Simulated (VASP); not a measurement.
Here is a VASP 6.6.1 calculation.

Contents of INCAR:

```
ALGO = Normal ; DIPOL = 0.5 0.5 0.493
EDIFF = 1E-7 ; ENCUT = 520
GGA = PS ; IDIPOL = 3
ISIF = 2 ; ISMEAR = 0
LASPH = True ; LCHARG = False
LDIPOL = True ; LREAL = False
LWAVE = False ; NBANDS = 40
NELM = 80 ; PREC = Accurate
SIGMA = 0.1
```

Contents of KPOINTS:

```
k-points
0
Gamma
  11 11 1
```

POSCAR

```
Cu5O
1.0
    2.5196845177      0.0000000000      0.0000000000
    0.0000000000      2.5196845177      0.0000000000
    0.0000000000      0.0000000000     26.1267440356
Cu O
5 1
Direct
    0.5000000000      0.5000000000      0.3253371330
    0.0000000000      0.0000000000      0.3935310881
    0.5000000000      0.5000000000      0.4618701367
    0.0000000000      0.0000000000      0.5304809931
    0.5000000000      0.5000000000      0.6006026213
    0.0000000000      0.5000000000      0.6486821702
```

Potentials or basis: VASP PAW PBE potentials, release 64 (Cu, O).

Launch:

```bash
$ cat potpaw_PBE.64/Cu/POTCAR potpaw_PBE.64/O/POTCAR > POTCAR
$ mpirun -np 1 vasp_std > vasp.out
```

(1) Estimate the largest force.

## Answers

(1) 0.228 eV/Å.

Caveat: the PAW data sets were made with another functional, which shifts forces and pressure a little; an odd number of electrons without spin polarisation forces a metal; a magnetic or distorted state may lie lower.
